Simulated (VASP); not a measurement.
# TiCo (P4/mmm) in VASP: single point with PBE

Aim: the single point of TiCo with PBE.

Everything below comes from runs of VASP 6.6.1. Logs are shortened: lines on timing, memory, paths and dates and some standing lists are left out, and cuts for length are marked.

**1. The cell of the first run**

It takes space group P4/mmm (No. 123, tetragonal). The conventional cell has a = 2.963 Å, b = 2.963 Å, c = 2.989 Å, α = 90.00°, β = 90.00°, γ = 90.00°. Within 3.4 Å of Co (site symmetry 4/mmm) lie 8 Ti at 2.57 Å and 6 Co at 2.96 to 2.99 Å. Within 3.4 Å of Ti (site symmetry 4/mmm) lie 8 Co at 2.57 Å and 6 Ti at 2.96 to 2.99 Å.

**2. Single point, PBE, collinear spin, antiferromagnetic start**

File INCAR:

```
PREC = Accurate ; ENCUT = 550
EDIFF = 1E-6 ; ISMEAR = 0
SIGMA = 0.1 ; LREAL = F
LASPH = T ; NELM = 300
ALGO = All ; ISIF = 2
LWAVE = F ; LCHARG = T
ISPIN = 2 ; MAGMOM = 2 -2 0 0
LORBIT = 11 ; LMAXMIX = 4
GGA = PE ; LVHAR = T
NBANDS = 33 ; GGA_COMPAT = F
ISEARCH = 1 ; KPAR = 4
```

File KPOINTS:

```
regular mesh
0
Gamma
  14 14 7
```

File POSCAR:

```
TiCo
1.0
    2.9629008397      0.0000000000      0.0000000000
    0.0000000000      2.9629008397      0.0000000000
    0.0000000000      0.0000000000      5.9772418618
Co Ti
2 2
Direct
    0.0000000000      1.0000000000      0.0000000000
    0.0000000000      1.0000000000      0.5000000000
    0.5000000000      0.5000000000      0.2500000000
    0.5000000000      0.5000000000      0.7500000000
```

Potentials or basis: VASP PAW PBE potentials, release 64 (Co, Ti_sv).

Started as:

```console
cat potpaw_PBE.64/Co/POTCAR potpaw_PBE.64/Ti_sv/POTCAR > POTCAR
mpirun -np 4 vasp_std > vasp.out
```

OUTCAR:

```text
PREC = Accurate
   ENCUT = 550
   EDIFF = 1E-6
   ISMEAR = 0
   LREAL = F
   LASPH = T
   NELM = 300
   ISIF = 2
   ISPIN = 2
   LORBIT = 11
   GGA = PE

 ion  position               nearest neighbor table
   1  0.000  0.000  0.000-   3 2.57   4 2.57   3 2.57   4 2.57   3 2.57   4 2.57   3 2.57   4 2.57
                             2 2.99   2 2.99
   2  0.000  0.000  0.500-   3 2.57   4 2.57   3 2.57   4 2.57   3 2.57   4 2.57   3 2.57   4 2.57
                             1 2.99   1 2.99
   3  0.500  0.500  0.250-   1 2.57   2 2.57   1 2.57   2 2.57   1 2.57   2 2.57   1 2.57   2 2.57

   4  0.500  0.500  0.750-   1 2.57   2 2.57   1 2.57   2 2.57   1 2.57   2 2.57   1 2.57   2 2.57

  LATTYP: Found a simple tetragonal cell.
 ALAT       =     2.9629008397
 C/A-ratio  =     2.0173614256

  Lattice vectors:

 A1 = (   2.9629008397,   0.0000000000,   0.0000000000)
 A2 = (   0.0000000000,   2.9629008397,   0.0000000000)
 A3 = (   0.0000000000,   0.0000000000,   5.9772418618)

Analysis of symmetry for initial positions (statically):
=====================================================================
 Subroutine PRICEL returns following result:

  LATTYP: Found a simple tetragonal cell.
 ALAT       =     2.9629008397
 C/A-ratio  =     1.0086807128

  Lattice vectors:

 A1 = (   2.9629008397,   0.0000000000,   0.0000000000)
 A2 = (   0.0000000000,   2.9629008397,   0.0000000000)
 A3 = (   0.0000000000,   0.0000000000,   2.9886209309)

   2 primitive cells build up your supercell.

 Routine SETGRP: Setting up the symmetry group for a
 simple tetragonal supercell.

 Subroutine GETGRP returns: Found 16 space group operations
 (whereof 16 operations were pure point group operations)
 out of a pool of 16 trial point group operations.

The static configuration has the point symmetry D_4h.

Analysis of symmetry for dynamics (positions and initial velocities):
=====================================================================
 Subroutine PRICEL returns following result:

  LATTYP: Found a simple tetragonal cell.
 ALAT       =     2.9629008397
 C/A-ratio  =     1.0086807128

  Lattice vectors:

 A1 = (   2.9629008397,   0.0000000000,   0.0000000000)
 A2 = (   0.0000000000,   2.9629008397,   0.0000000000)
 A3 = (   0.0000000000,   0.0000000000,   2.9886209309)

   2 primitive cells build up your supercell.

 Routine SETGRP: Setting up the symmetry group for a
 simple tetragonal supercell.

 Subroutine GETGRP returns: Found 16 space group operations
 (whereof 16 operations were pure point group operations)
 out of a pool of 16 trial point group operations.

The dynamic configuration has the point symmetry D_4h.

Analysis of structural, dynamic, and magnetic symmetry:
=====================================================================
 Subroutine PRICEL returns following result:

  LATTYP: Found a simple tetragonal cell.
 ALAT       =     2.9629008397
 C/A-ratio  =     1.0086807128

  Lattice vectors:

 A1 = (   2.9629008397,   0.0000000000,   0.0000000000)
 A2 = (   0.0000000000,   2.9629008397,   0.0000000000)
 A3 = (   0.0000000000,   0.0000000000,   2.9886209309)

   2 primitive cells build up your supercell.

 Routine SETGRP: Setting up the symmetry group for a
 simple tetragonal supercell.

 Subroutine GETGRP returns: Found 16 space group operations
 (whereof 16 operations were pure point group operations)
 out of a pool of 16 trial point group operations.

The overall configuration has the point symmetry D_4h.

 Subroutine INISYM returns: Found 16 space group operations
 (whereof 16 operations are pure point group operations),
 and found     2 'primitive' translations

----------------------------------------------------------------------------------------

                                     Primitive cell

  volume of cell :      26.2364

  direct lattice vectors                    reciprocal lattice vectors
     2.962900840  0.000000000  0.000000000     0.337507076  0.000000000  0.000000000
     0.000000000  2.962900840  0.000000000     0.000000000  0.337507076  0.000000000
     0.000000000  0.000000000  2.988620931     0.000000000  0.000000000  0.334602488

  length of vectors
     2.962900840  2.962900840  2.988620931     0.337507076  0.337507076  0.334602488

  position of ions in fractional coordinates (direct lattice)
     0.000000000  0.000000000  0.000000000
     0.500000000  0.500000000  0.500000000

  ion indices of the primitive-cell ions
   primitive index   ion index
                 1           1
                 2           3

----------------------------------------------------------------------------------------

 KPOINTS: regular mesh

Automatic generation of k-mesh.
 Grid dimensions read from file:
 generate k-points for:   14   14    7

 Generating k-lattice:

  Cartesian coordinates                     Fractional coordinates (reciprocal lattice)
     0.024107648  0.000000000  0.000000000     0.071428571  0.000000000  0.000000000
     0.000000000  0.024107648  0.000000000     0.000000000  0.071428571  0.000000000
     0.000000000  0.000000000  0.023900178     0.000000000  0.000000000  0.142857143

  Length of vectors
     0.024107648  0.024107648  0.023900178

  Shift w.r.t. Gamma in fractional coordinates (k-lattice)
     0.000000000  0.000000000  0.000000000

 Subroutine IBZKPT returns following result:
 ===========================================

 Found    144 irreducible k-points:

 Following reciprocal coordinates:
            Coordinates               Weight
  0.000000  0.000000  0.000000      1.000000
  0.071429  0.000000  0.000000      4.000000
  0.142857  0.000000  0.000000      4.000000
  0.214286  0.000000  0.000000      4.000000
  0.285714  0.000000  0.000000      4.000000
  0.357143  0.000000  0.000000      4.000000
[... 16 lines left out ...]
  0.285714  0.214286  0.000000      8.000000
  0.357143  0.214286  0.000000      8.000000
 [... further k-points ...]
   k-points           NKPTS =    144   k-points in BZ     NKDIM =    144   number of bands    NBANDS=     33
   number of dos      NEDOS =    301   number of ions     NIONS =      4
   total plane-waves  NPLWV =  27648
   dimension x,y,z NGX =    24 NGY =   24 NGZ =   48
   dimension x,y,z NGXF=    48 NGYF=   48 NGZF=   96
   ions per type =               2   2
   NGX,Y,Z   is equivalent  to a cutoff of  13.47, 13.47, 13.35 a.u.
   NGXF,Y,Z  is equivalent  to a cutoff of  26.93, 26.93, 26.70 a.u.
 SYSTEM =  unknown system
   PREC   = accura    normal or accurate (medium, high low for compatibility)
   ISTART =      0    job   : 0-new  1-cont  2-samecut
   ICHARG =      2    charge: 1-file 2-atom 10-const
   ISPIN  =      2    spin polarized calculation?
   LNONCOLLINEAR =      F non collinear calculations
   LSORBIT =      F    spin-orbit coupling
   LASPH  =      T    aspherical Exc in radial PAW
   ENCUT  =  550.0 eV  40.42 Ry    6.36 a.u.   5.67  5.67 11.43*2*pi/ulx,y,z
   NELM   =    300;   NELMIN=  2; NELMDL= -5     # of ELM steps
   EDIFF  = 0.1E-05   stopping-criterion for ELM
   LREAL  =      F    real-space projection
[... 7 lines left out ...]
   TEBEG  =    0.0;   TEEND  =   0.0 temperature during run
   PSTRESS=    0.0 pullay stress
   NELECT =      42.0000    total number of electrons
   NUPDOWN=      -1.0000    fix difference up-down
   EMIN   =  10.00;   EMAX   =-10.00  energy-range for DOS
   EFERMI =   0.00;   METHOD = LEGACY
   ISMEAR =     0;   SIGMA  =   0.10  broadening in eV -4-tet -1-fermi 0-gaus
   EFERMI_NEDOS =   21; number of points for ismear=-14 and -15
   IALGO  =     58    algorithm
   IMIX   =      4    mixing-type and parameters
     AMIX     =   0.40;   BMIX     =  1.00
     AMIX_MAG =   1.60;   BMIX_MAG =  1.00
  volume/ion in A,a.u.               =      13.12        88.53
  Fermi-wavevector in a.u.,A,eV,Ry     =   1.520009  2.872401 31.435284  2.310428
  Thomas-Fermi vector in A             =   2.628918
   LORBIT       =     11    0 simple, 1 ext, 2 COOP (PROOUT), +10 PAW based schemes
   GGA     = PE    functional components
   LHFCALC =     F    Hartree Fock is set to
   AEXX    =    0.0000 exact exchange contribution
   IVDW    =     0    specifies the selected vdW correction
   LEPSILON=     F    determine dielectric tensor
   LRPA    =     F    only Hartree local field effects (RPA)
 spin polarized calculation
 Gauss-broadening in eV      SIGMA  =   0.10
  energy-cutoff  :      550.00
  volume of cell :       52.47
 maximum number of plane-waves:      1556
 NGX is ok and might be reduce to    24
   NGX = 11   NGY = 11   NGZ = 23

 number of electron      41.9999974 magnetization       0.0000000

 number of electron      41.9999974 magnetization      -0.0000000

 Free energy of the ion-electron system (eV)
  ---------------------------------------------------
  ext. energy  EPLUGINS =         0.00000000
  ---------------------------------------------------
  free energy    TOTEN  =       -31.31450899 eV

  energy without entropy =      -31.29532912  energy(sigma->0) =      -31.30491905

 E-fermi :  10.1022     XC(G=0): -12.6525

 val. band max:       10.0991211278   @ k =   0.3571   0.2857   0.1429
 cond. band min:      10.1103679729   @ k =   0.0714   0.0000   0.1429
 fundamental gap:      0.0112468450
 Fermi energy:        10.1021689529

 spin component 1

 k-point     1 :       0.0000    0.0000    0.0000
  band No.  band energies     occupation
      1     -47.0371      1.00000
      2     -47.0053      1.00000
      3     -23.4311      1.00000
      4     -23.1309      1.00000
      5     -23.1224      1.00000
      6     -23.1224      1.00000
[... 25 lines left out ...]
     32      18.9840      0.00000
     33      19.2730      0.00000

 k-point     2 :       0.0714    0.0000    0.0000
  band No.  band energies     occupation
      1     -47.0354      1.00000
      2     -47.0038      1.00000
      3     -23.4286      1.00000
      4     -23.1387      1.00000
      5     -23.1297      1.00000
      6     -23.1212      1.00000
[... 25 lines left out ...]
     32      18.7666      0.00000
     33      19.2350      0.00000
[... 754 lines left out ...]
     32      15.7968      0.00000
     33      19.1230      0.00000

 k-point    24 :       0.3571    0.2143    0.0000
  band No.  band energies     occupation
      1     -46.9963      1.00000
      2     -46.9673      1.00000
      3     -23.3764      1.00000
      4     -23.3678      1.00000
      5     -23.3305      1.00000
      6     -23.2211      1.00000
[... 25 lines left out ...]
     32      14.8389      0.00000
     33      19.1798      0.00000

 [... further k-points ...]

 spin component 2

 k-point     1 :       0.0000    0.0000    0.0000
  band No.  band energies     occupation
      1     -47.0371      1.00000
      2     -47.0053      1.00000
      3     -23.4311      1.00000
      4     -23.1309      1.00000
      5     -23.1224      1.00000
      6     -23.1224      1.00000
[... 25 lines left out ...]
     32      18.9842      0.00000
     33      19.2730      0.00000

 k-point     2 :       0.0714    0.0000    0.0000
  band No.  band energies     occupation
      1     -47.0354      1.00000
      2     -47.0038      1.00000
      3     -23.4286      1.00000
      4     -23.1387      1.00000
      5     -23.1297      1.00000
      6     -23.1212      1.00000
[... 25 lines left out ...]
     32      18.7666      0.00000
     33      19.2419      0.00000
[... 754 lines left out ...]
     32      15.7968      0.00000
     33      19.2855      0.00000

 k-point    24 :       0.3571    0.2143    0.0000
  band No.  band energies     occupation
      1     -46.9963      1.00000
      2     -46.9673      1.00000
      3     -23.3764      1.00000
      4     -23.3678      1.00000
      5     -23.3305      1.00000
      6     -23.2211      1.00000
[... 25 lines left out ...]
     32      14.8389      0.00000
     33      19.1114      0.00000

 [... further k-points ...]

------------------------ aborting loop because EDIFF is reached ----------------------------------------

  FORCE on cell =-STRESS in cart. coord.  units (eV):
  Direction    XX          YY          ZZ          XY          YZ          ZX
  --------------------------------------------------------------------------------------
  -------------------------------------------------------------------------------------
  Total        0.1119471      0.1119471      0.6451194      0.0000000      0.0000000      0.0000000
  in kB        3.4181276      3.4181276     19.6977040      0.0000000      0.0000000      0.0000000
  external PRESSURE =       8.8446530 kB  Pullay stress =       0.0000000 kB

 VOLUME and BASIS-vectors are now :
 -----------------------------------------------------------------------------
  energy-cutoff  :      550.00
  volume of cell :       52.47
      direct lattice vectors                 reciprocal lattice vectors
     2.962900840  0.000000000  0.000000000     0.337507076  0.000000000  0.000000000
     0.000000000  2.962900840  0.000000000     0.000000000  0.337507076  0.000000000
     0.000000000  0.000000000  5.977241862     0.000000000  0.000000000  0.167301244

 POSITION                                       TOTAL-FORCE (eV/Angst)
 -----------------------------------------------------------------------------------
      0.00000      0.00000      0.00000         0.000000     -0.000000     -0.000000
      0.00000      0.00000      2.98862         0.000000     -0.000000     -0.000000
      1.48145      1.48145      1.49431        -0.000000      0.000000      0.000000
      1.48145      1.48145      4.48293        -0.000000      0.000000     -0.000000
 -----------------------------------------------------------------------------------
    total drift:                                0.000000     -0.000000     -0.000000

  FREE ENERGIE OF THE ION-ELECTRON SYSTEM (eV)
  ---------------------------------------------------
  free  energy   TOTEN  =       -31.3145089882 eV

  energy  without entropy=      -31.2953241853  energy(sigma->0) =      -31.30491659

 total charge

# of ion       s       p       d       tot
------------------------------------------
    1        0.528   0.460   7.332   8.321
    2        0.528   0.460   7.332   8.321
    3        2.250   6.184   1.871  10.305
    4        2.250   6.184   1.871  10.305
--------------------------------------------------
tot          5.557  13.288  18.406  37.250

 magnetization (x)

# of ion       s       p       d       tot
------------------------------------------
    1        0.014   0.004   0.690   0.709
    2       -0.014  -0.004  -0.690  -0.709
    3        0.000   0.000   0.000   0.000
    4        0.000   0.000   0.000   0.000
--------------------------------------------------
tot          0.000   0.000   0.000   0.000
```

Run time: 3.2 min. Hardware: 4 MPI ranks of AMD EPYC 7R43 (Zen 3), shared host; peak memory 0.91 GiB.

Results:

```yaml
Free_energy: -31.3145 eV
Pressure: 0.9 GPa
Band_gap_on_the_k_mesh: zero (filled and empty bands overlap)
Net_moment: 0.00 μB per cell
Site_moments: Co +0.71, -0.71; Ti +0.00 μB
Valence_electrons_inside_the_program's_atomic_spheres: Co 8.32; Ti 10.30
```

Levels at points of the mesh, in eV from the Fermi level:
Spin up:
| k point | band 17 | band 18 | band 19 | band 20 | band 21 | band 22 | band 23 | band 24 | band 25 | band 26 |
| --- | --- | --- | --- | --- | --- | --- | --- | --- | --- | --- |
| (0.00, 0.00, 0.00) | -1.63 | -1.37 | -1.37 | -1.04 | -0.80 | -0.07 | 0.71 | 0.71 | 0.77 | 0.92 |
| (0.50, 0.00, 0.00) | -1.60 | -1.11 | -0.86 | -0.77 | -0.22 | 0.36 | 0.62 | 0.62 | 0.66 | 0.70 |
| (0.50, 0.50, 0.00) | -2.10 | -2.10 | -1.25 | -0.91 | -0.08 | 0.13 | 0.70 | 0.70 | 1.28 | 2.60 |
Spin down:
```csv
k point,band 17,band 18,band 19,band 20,band 21,band 22,band 23,band 24,band 25,band 26
"(0.00, 0.00, 0.00)",-1.63,-1.37,-1.37,-1.04,-0.80,-0.07,0.71,0.71,0.77,0.92
"(0.50, 0.00, 0.00)",-1.60,-1.11,-0.86,-0.77,-0.22,0.36,0.62,0.62,0.66,0.70
"(0.50, 0.50, 0.00)",-2.10,-2.10,-1.25,-0.91,-0.08,0.13,0.70,0.70,1.28,2.60
```

Caveat: the antiferromagnetic order is the one typed at the start, and another may lie lower.
